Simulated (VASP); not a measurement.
Here is a VASP 6.6.1 calculation.

Contents of INCAR:

```
SYSTEM = Zn2SbO3
PREC = Accurate
ENCUT = 600
EDIFF = 1E-6
ISMEAR = 0
SIGMA = 0.1
LREAL = .FALSE.
LASPH = .TRUE.
NELM = 120
ALGO = Normal
ISIF = 2
LWAVE = .FALSE.
LCHARG = .TRUE.
GGA = PE
LELF = .TRUE.
LVHAR = .TRUE.
NBANDS = 38
GGA_COMPAT = .FALSE.
```

Contents of KPOINTS:

```
Automatic mesh
0
G
  6 4 4
  0 0 0
```

Contents of POSCAR:

```
Zn2SbO3
1.0
    3.5228216915      0.0000000000      0.0000000000
    0.0000000000      5.0443502158      0.0000000000
    0.0000000000      0.0000000000      6.0784880198
Zn Sb O
2 1 3
Direct
    0.5000000000      0.5000000000      0.6884715490
    0.5000000000      0.5000000000      0.3115284510
    0.5000000000      0.0000000000      0.0000000000
    0.6880021130      0.0000000000      0.5000000000
    0.3119978870      0.0000000000      0.5000000000
    0.5000000000      0.5000000000      0.0000000000
```

Potentials or basis: VASP PAW PBE potentials, release 64 (Zn, Sb_d_GW, O).

Run with:

```bash
$ cat potpaw_PBE.64/Zn/POTCAR potpaw_PBE.64/Sb_d_GW/POTCAR potpaw_PBE.64/O/POTCAR > POTCAR
$ mpirun -np 1 vasp_std > vasp.out
```

Q: Predict the band gap on the k mesh.

A: Zero (an odd number of electrons rules out a gap without spin polarisation).

Q: Estimate the largest force.

A: 0.464 eV/Å.

Stress tensor (GPa, compression positive):
```
 0.47  0.00  0.00
 0.00 -0.09  0.00
 0.00  0.00  0.62
```

Caveat: spin-orbit coupling is left out, which moves the levels of the heavy elements; an odd number of electrons without spin polarisation forces a metal; a magnetic or distorted state may lie lower.
